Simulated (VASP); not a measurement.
Here is a VASP 6.6.1 calculation.

Contents of INCAR:

```
SYSTEM = MgO
ALGO = Normal
EDIFF = 1E-6
ENCUT = 520
ISIF = 2
ISMEAR = -5
LASPH = .TRUE.
LCHARG = .FALSE.
LREAL = .FALSE.
LWAVE = .FALSE.
NBANDS = 11
NELM = 80
PREC = Accurate
SIGMA = 0.05
```

Contents of KPOINTS:

```
k-points
0
G
  11 11 11
  0 0 0
```

Contents of POSCAR:

```
MgO
1.0
    0.0000000000      2.1381295086      2.1381295086
    2.1381295086      0.0000000000      2.1381295086
    2.1381295086      2.1381295086      0.0000000000
Mg O
1 1
Direct
    0.0000000000      0.0000000000      0.0000000000
    0.5000000000      0.5000000000      0.5000000000
```

Potentials or basis: VASP PAW LDA potentials, release 64 (Mg, O).

Launch:

```sh
$ cat potpaw_LDA.64/Mg/POTCAR potpaw_LDA.64/O/POTCAR > POTCAR
$ mpirun -np 1 vasp_std > vasp.out
```

Predict the band gap on the k mesh.

4.23 eV, direct.

Estimate the pressure.

-13.7 GPa.
